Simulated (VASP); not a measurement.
Cu, 1 atom in the cell. Symmetry: Fm-3m, No. 225, cubic system. The conventional cell has a = 3.629 Å, b = 3.629 Å, c = 3.629 Å, α = 90.00°, β = 90.00°, γ = 90.00°. Within 3.4 Å of Cu (site symmetry m-3m) lie 12 Cu at 2.57 Å. 

| Item | Value |
| --- | --- |
| Program | VASP 6.6.1 |
| Task | single point |
| Functional | PBE |
| Potentials or basis | VASP PAW PBE potentials, release 64 (Cu) |
| Cutoff | 520 eV |
| k mesh | 20 × 20 × 20 |
| Occupations | gaussian, width 0.15 eV |
| Spin | no spin polarisation |
| Dipole correction | no |
| Further INCAR settings | ALGO = Normal; EDIFF = 1e-06; NBANDS = 12 |

Potentials or basis: VASP PAW PBE potentials, release 64 (Cu).

Launch:

```sh
$ cat potpaw_PBE.64/Cu/POTCAR > POTCAR
$ mpirun -np 1 vasp_std > vasp.out
```

Hardware: 1 thread of AMD EPYC 7R43 64-Core Processor (Zen 3) (shared host).

Task: Estimate the wall time of this run.

Result: Wall time 41 s on 1 thread of AMD EPYC 7R43 64-Core Processor (Zen 3) (shared host), peak memory 0.11 GiB. Counts: scf iterations 11, k points 256.
